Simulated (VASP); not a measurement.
The system is Li4F.

```xyz
5
Lattice="3.5089 0.0000 0.0000 -1.7545 3.0388 0.0000 0.0000 0.0000 3.5147" Properties=species:S:1:pos:R:3 pbc="T T T"
Li    0.0000    2.0259    0.5279
Li    0.0000    2.0259    2.9868
Li    1.7545    1.0129    2.9868
Li    1.7545    1.0129    0.5279
F     0.0000    0.0000    1.7574
```

```yaml
Program: VASP 6.6.1
Task: relaxation of cell and atoms
Functional: PBE
Potentials_or_basis: VASP PAW PBE potentials, release 64 (Li_sv, F_h)
Cutoff: 910 eV
k_mesh: 6 × 6 × 6
Occupations: gaussian, width 0.1 eV
Spin: no spin polarisation
```

At the start: pressure 79.9 GPa; volume 7.50 Å³/atom.

Question: How do energy, volume and symmetry change on relaxing?

Answer: Over 10 steps the energy falls by 2531.4 meV/atom and the volume is 12.16 Å³/atom (+62.3 %); space group P6/mmm (No. 191, to 0.05 Å).

The path:
```tsv
step	energy change (eV)	largest force (eV/Å)	pressure (GPa)	volume (Å³)
1	0.0000	15.5038	79.85	37.48
2	-6.2029	6.7685	13.32	60.39
3	-10.9234	2.3291	27.33	47.72
4	-10.9389	2.2164	27.74	47.51
5	-12.5003	0.8727	0.92	59.89
6	-12.5090	0.8034	-0.77	60.90
7	-12.6118	0.4783	0.40	60.33
8	-12.6424	0.1291	1.71	59.76
9	-12.6427	0.1562	1.61	59.80
10	-12.6572	0.0093	-0.23	60.81
```

Final structure:
```
CELL_PARAMETERS angstrom
3.87826 0.00000 0.00000
-1.93913 3.35867 0.00000
0.00000 0.00000 4.66845
ATOMIC_POSITIONS crystal
Li 0.33333 0.66667 0.24937
Li 0.33333 0.66667 0.75063
Li 0.66667 0.33333 0.75063
Li 0.66667 0.33333 0.24937
F 0.00000 0.00000 0.50000
```

Caveat: the cutoff is under 1.25 times the usual one of these potentials, so pressure, stress and relaxed cells hold a basis-set (Pulay) error; the volume moved by over 15 % at a fixed basis, so the end points are rough; an odd number of electrons without spin polarisation forces a metal; a magnetic or distorted state may lie lower.
